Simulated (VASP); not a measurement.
# BaTiO3 (R3m) in VASP: notebook

The runs below take BaTiO3 through single point, with PBEsol.

Everything below comes from runs of VASP 6.6.1. Logs are shortened: lines on timing, memory, paths and dates and some standing lists are left out, and cuts for length are marked.

**1. The cell of the first run**

It takes space group R3m (No. 160, trigonal). Conventional cell: a = 5.729 Å, b = 5.729 Å, c = 7.047 Å, α = 90.00°, β = 90.00°, γ = 120.00°. Within 3.7 Å of Ba (site symmetry 3m) lie 12 O at 2.82 to 2.92 Å and 8 Ti at 3.41 to 3.63 Å. Ti (site symmetry 3m) has 6 O at 1.90 to 2.17 Å within 2.5 Å. O (site symmetry m) has 2 Ti at 1.90 to 2.17 Å within 2.5 Å.

**2. Single point, PBEsol**

Input file INCAR:

```
ALGO = Normal ; EDIFF = 1E-6
ENCUT = 520 ; GGA = PS
ISIF = 2 ; ISMEAR = 0
LASPH = T ; LCHARG = F
LREAL = F ; LWAVE = F
NBANDS = 28 ; NELM = 80
PREC = Accurate ; SIGMA = 0.01
```

Input file KPOINTS:

```
k-points
0
Gamma
  6 6 6
```

Input file POSCAR:

```
BaTiO3
1.0
    2.8645730690      1.6538620291      2.3489021661
   -2.8645730690      1.6538620291      2.3489021661
    0.0000000000     -3.3077240581      2.3489021661
Ba Ti O
1 1 3
Direct
    0.0000000000      0.0000000000      0.0000000000
    0.4845000000      0.4845000000      0.4845000000
    0.5086000000      0.5086000000      0.0175000000
    0.0175000000      0.5086000000      0.5086000000
    0.5086000000      0.0175000000      0.5086000000
```

Potentials or basis: VASP PAW PBE potentials, release 64 (Ba_sv, Ti_sv, O).

Launch:

```console
cat potpaw_PBE.64/Ba_sv/POTCAR potpaw_PBE.64/Ti_sv/POTCAR potpaw_PBE.64/O/POTCAR > POTCAR
mpirun -np 1 vasp_std > vasp.out
```

OUTCAR:

```text
EDIFF = 1E-6
   ENCUT = 520
   GGA = PS
   ISIF = 2
   ISMEAR = 0
   LASPH = T
   LREAL = F
   NELM = 80
   PREC = Accurate

 ion  position               nearest neighbor table
   1  0.000  0.000  0.000-   3 2.82   4 2.82   5 2.82   4 2.87   5 2.87   5 2.87   4 2.87   3 2.87
                             3 2.87   3 2.92   4 2.92   5 2.92   2 3.41   2 3.48   2 3.48   2 3.48
   2  0.484  0.484  0.484-   3 1.90   4 1.90   5 1.90   3 2.17   4 2.17   5 2.17   1 3.41   1 3.48
                             1 3.48   1 3.48   1 3.55   1 3.55   1 3.55   1 3.63
   3  0.509  0.509  0.017-   2 1.90   2 2.17   1 2.82   1 2.87   1 2.87   1 2.92
   4  0.017  0.509  0.509-   2 1.90   2 2.17   1 2.82   1 2.87   1 2.87   1 2.92
   5  0.509  0.017  0.509-   2 1.90   2 2.17   1 2.82   1 2.87   1 2.87   1 2.92

  LATTYP: Found a trigonal (rhomboedric) cell.
 ALAT       =     4.0568928831
 COS(alpha) =     0.0028448808

  Lattice vectors:

 A1 = (   2.8645730690,   1.6538620291,   2.3489021661)
 A2 = (  -2.8645730690,   1.6538620291,   2.3489021661)
 A3 = (   0.0000000000,  -3.3077240581,   2.3489021661)

Analysis of symmetry for initial positions (statically):
=====================================================================
 Subroutine PRICEL returns:
 Original cell was already a primitive cell.

 Routine SETGRP: Setting up the symmetry group for a
 trigonal (rhombohedral) supercell.

 Subroutine GETGRP returns: Found  6 space group operations
 (whereof  6 operations were pure point group operations)
 out of a pool of 12 trial point group operations.

The static configuration has the point symmetry C_3v.

Analysis of symmetry for dynamics (positions and initial velocities):
=====================================================================
 Subroutine PRICEL returns:
 Original cell was already a primitive cell.

 Routine SETGRP: Setting up the symmetry group for a
 trigonal (rhombohedral) supercell.

 Subroutine GETGRP returns: Found  6 space group operations
 (whereof  6 operations were pure point group operations)
 out of a pool of 12 trial point group operations.

The dynamic configuration has the point symmetry C_3v.

 Subroutine INISYM returns: Found  6 space group operations
 (whereof  6 operations are pure point group operations),
 and found     1 'primitive' translations

----------------------------------------------------------------------------------------

                                     Primitive cell

  volume of cell :      66.7691

  direct lattice vectors                    reciprocal lattice vectors
     2.864573069  1.653862029  2.348902166     0.174546080  0.100774226  0.141910267
    -2.864573069  1.653862029  2.348902166    -0.174546080  0.100774226  0.141910267
     0.000000000 -3.307724058  2.348902166     0.000000000 -0.201548453  0.141910267

  length of vectors
     4.056892883  4.056892883  4.056892879     0.246496050  0.246496050  0.246496050

  position of ions in fractional coordinates (direct lattice)
     0.000000000  0.000000000  0.000000000
     0.484500000  0.484500000  0.484500000
     0.508600000  0.508600000  0.017500000
     0.017500000  0.508600000  0.508600000
     0.508600000  0.017500000  0.508600000

  ion indices of the primitive-cell ions
   primitive index   ion index
                 1           1
                 2           2
                 3           3
                 4           4
                 5           5

----------------------------------------------------------------------------------------

 KPOINTS: k-points

Automatic generation of k-mesh.
 Grid dimensions read from file:
 generate k-points for:    6    6    6

 Generating k-lattice:

  Cartesian coordinates                     Fractional coordinates (reciprocal lattice)
     0.029091013  0.016795704  0.023651711     0.166666667  0.000000000  0.000000000
    -0.029091013  0.016795704  0.023651711     0.000000000  0.166666667  0.000000000
     0.000000000 -0.033591409  0.023651711     0.000000000  0.000000000  0.166666667

  Length of vectors
     0.041082675  0.041082675  0.041082675

  Shift w.r.t. Gamma in fractional coordinates (k-lattice)
     0.000000000  0.000000000  0.000000000

 Subroutine IBZKPT returns following result:
 ===========================================

 Found     32 irreducible k-points:

 Following reciprocal coordinates:
            Coordinates               Weight
  0.000000  0.000000  0.000000      1.000000
  0.166667  0.000000 -0.000000      6.000000
  0.333333 -0.000000 -0.000000      6.000000
  0.500000  0.000000  0.000000      3.000000
  0.166667  0.166667 -0.000000      6.000000
  0.333333  0.166667  0.000000     12.000000
[... 16 lines left out ...]
  0.500000  0.500000  0.166667      6.000000
 -0.333333  0.500000  0.166667     12.000000
 [... further k-points ...]
   k-points           NKPTS =     32   k-points in BZ     NKDIM =     32   number of bands    NBANDS=     28
   number of dos      NEDOS =    301   number of ions     NIONS =      5
   total plane-waves  NPLWV =  27000
   dimension x,y,z NGX =    30 NGY =   30 NGZ =   30
   dimension x,y,z NGXF=    60 NGYF=   60 NGZF=   60
   ions per type =               1   1   3
   NGX,Y,Z   is equivalent  to a cutoff of  12.29, 12.29, 12.29 a.u.
   NGXF,Y,Z  is equivalent  to a cutoff of  24.59, 24.59, 24.59 a.u.
 SYSTEM =  unknown system
   PREC   = accura    normal or accurate (medium, high low for compatibility)
   ISTART =      0    job   : 0-new  1-cont  2-samecut
   ICHARG =      2    charge: 1-file 2-atom 10-const
   ISPIN  =      1    spin polarized calculation?
   LNONCOLLINEAR =      F non collinear calculations
   LSORBIT =      F    spin-orbit coupling
   LASPH  =      T    aspherical Exc in radial PAW
   ENCUT  =  520.0 eV  38.22 Ry    6.18 a.u.   7.54  7.54  7.54*2*pi/ulx,y,z
   NELM   =     80;   NELMIN=  2; NELMDL= -5     # of ELM steps
   EDIFF  = 0.1E-05   stopping-criterion for ELM
   LREAL  =      F    real-space projection
[... 7 lines left out ...]
   TEBEG  =    0.0;   TEEND  =   0.0 temperature during run
   PSTRESS=    0.0 pullay stress
   NELECT =      40.0000    total number of electrons
   NUPDOWN=      -1.0000    fix difference up-down
   EMIN   =  10.00;   EMAX   =-10.00  energy-range for DOS
   EFERMI =   0.00;   METHOD = LEGACY
   ISMEAR =     0;   SIGMA  =   0.01  broadening in eV -4-tet -1-fermi 0-gaus
   EFERMI_NEDOS =   21; number of points for ismear=-14 and -15
   IALGO  =     38    algorithm
   IMIX   =      4    mixing-type and parameters
     AMIX     =   0.40;   BMIX     =  1.00
     AMIX_MAG =   1.60;   BMIX_MAG =  1.00
  volume/ion in A,a.u.               =      13.35        90.12
  Fermi-wavevector in a.u.,A,eV,Ry     =   1.380076  2.607966 25.913794  1.904610
  Thomas-Fermi vector in A             =   2.504987
   LORBIT       =      0    0 simple, 1 ext, 2 COOP (PROOUT), +10 PAW based schemes
   GGA     = PS    functional components
   LHFCALC =     F    Hartree Fock is set to
   AEXX    =    0.0000 exact exchange contribution
   IVDW    =     0    specifies the selected vdW correction
   LEPSILON=     F    determine dielectric tensor
   LRPA    =     F    only Hartree local field effects (RPA)
 non-spin polarized calculation
 Gauss-broadening in eV      SIGMA  =   0.01
  energy-cutoff  :      520.00
  volume of cell :       66.77
 maximum number of plane-waves:      1832
   NGX = 15   NGY = 15   NGZ = 15

 number of electron      40.0000013 magnetization

 Free energy of the ion-electron system (eV)
  ---------------------------------------------------
  ext. energy  EPLUGINS =         0.00000000
  ---------------------------------------------------
  free energy    TOTEN  =       -41.96684690 eV

  energy without entropy =      -41.96684690  energy(sigma->0) =      -41.96684690

 E-fermi :   3.4327     XC(G=0): -11.2877

 val. band max:        3.3306537573   @ k =   0.5000   0.5000   0.5000
 cond. band min:       5.5717521813   @ k =   0.0000   0.0000   0.0000
 fundamental gap:      2.2410984240
 Fermi energy:         3.4326931314

 k-point     1 :       0.0000    0.0000    0.0000
  band No.  band energies     occupation
      1     -52.8636      2.00000
      2     -29.2093      2.00000
      3     -29.2068      2.00000
      4     -29.2068      2.00000
      5     -21.5173      2.00000
      6     -13.3325      2.00000
[... 20 lines left out ...]
     27       8.2221      0.00000
     28      10.0829      0.00000

 k-point     2 :       0.1667    0.0000   -0.0000
  band No.  band energies     occupation
      1     -52.8634      2.00000
      2     -29.2190      2.00000
      3     -29.2079      2.00000
      4     -29.2064      2.00000
      5     -21.4932      2.00000
      6     -13.3436      2.00000
[... 20 lines left out ...]
     27       8.7305      0.00000
     28      10.7369      0.00000

 k-point     3 :       0.3333   -0.0000   -0.0000
  band No.  band energies     occupation
      1     -52.8630      2.00000
      2     -29.2413      2.00000
      3     -29.2071      2.00000
      4     -29.2056      2.00000
      5     -21.4443      2.00000
      6     -13.4361      2.00000
[... 20 lines left out ...]
     27       9.9047      0.00000
     28      11.4292      0.00000

 k-point     4 :       0.5000    0.0000    0.0000
  band No.  band energies     occupation
      1     -52.8628      2.00000
      2     -29.2524      2.00000
      3     -29.2067      2.00000
      4     -29.2051      2.00000
      5     -21.4194      2.00000
      6     -13.5036      2.00000
[... 578 lines left out ...]
     27      10.5718      0.00000
     28      11.4783      0.00000

 k-point    23 :       0.5000    0.5000    0.1667
  band No.  band energies     occupation
      1     -52.8617      2.00000
      2     -29.2496      2.00000
      3     -29.2482      2.00000
      4     -29.2150      2.00000
      5     -21.3407      2.00000
      6     -12.8366      2.00000
[... 20 lines left out ...]
     27      11.5942      0.00000
     28      11.8821      0.00000

 k-point    24 :      -0.3333    0.5000    0.1667
  band No.  band energies     occupation
      1     -52.8620      2.00000
      2     -29.2496      2.00000
      3     -29.2381      2.00000
      4     -29.2154      2.00000
      5     -21.3565      2.00000
      6     -13.0073      2.00000
[... 20 lines left out ...]
     27      11.2415      0.00000
     28      11.6804      0.00000

 [... further k-points ...]
[... 5 lines left out ...]
  --------------------------------------------------------------------------------------
  -------------------------------------------------------------------------------------
  Total       -2.3932833     -2.3932833     -2.2954453      0.0000000     -0.0000000      0.0000000
  in kB      -57.4287453    -57.4287451    -55.0810447      0.0000000     -0.0000000      0.0000000
  external PRESSURE =     -56.6461784 kB  Pullay stress =       0.0000000 kB

 VOLUME and BASIS-vectors are now :
 -----------------------------------------------------------------------------
  energy-cutoff  :      520.00
  volume of cell :       66.77
      direct lattice vectors                 reciprocal lattice vectors
     2.864573069  1.653862029  2.348902166     0.174546080  0.100774226  0.141910267
    -2.864573069  1.653862029  2.348902166    -0.174546080  0.100774226  0.141910267
     0.000000000 -3.307724058  2.348902166     0.000000000 -0.201548453  0.141910267

 POSITION                                       TOTAL-FORCE (eV/Angst)
 -----------------------------------------------------------------------------------
      0.00000      0.00000      0.00000         0.000000     -0.000000     -0.135989
      0.00000      0.00000      3.41413         0.000000     -0.000000     -0.257818
      0.00000      1.62442      2.43041         0.000000     -0.155741      0.131269
     -1.40679     -0.81221      2.43041         0.134876      0.077871      0.131269
      1.40679     -0.81221      2.43041        -0.134876      0.077871      0.131269
 -----------------------------------------------------------------------------------
    total drift:                                0.000000     -0.000001     -0.001013

  FREE ENERGIE OF THE ION-ELECTRON SYSTEM (eV)
  ---------------------------------------------------
  free  energy   TOTEN  =       -41.9668469001 eV

  energy  without entropy=      -41.9668469001  energy(sigma->0) =      -41.96684690
```

It took 37 s on 1 thread of Intel Xeon 6975P-C (Granite Rapids), shared host; peak memory 0.21 GiB.

What came out:

```
Free energy            : -41.9668 eV
Pressure               : -5.7 GPa
Largest force          : 0.258 eV/Å
Band gap on the k mesh : 2.24 eV, indirect (least direct gap 2.67 eV)
```

Forces in eV/Å, atoms in the order of the input:
```
Ba   0.000  0.000 -0.136
Ti   0.000  0.000 -0.258
O    0.000 -0.156  0.131
O    0.135  0.078  0.131
O   -0.135  0.078  0.131
```

Caveat: the PAW data sets were made with another functional, which shifts forces and pressure a little; spin-orbit coupling is left out, which moves the levels of the heavy elements. A k mesh can miss the band edges.

[end of part 1 of 2]
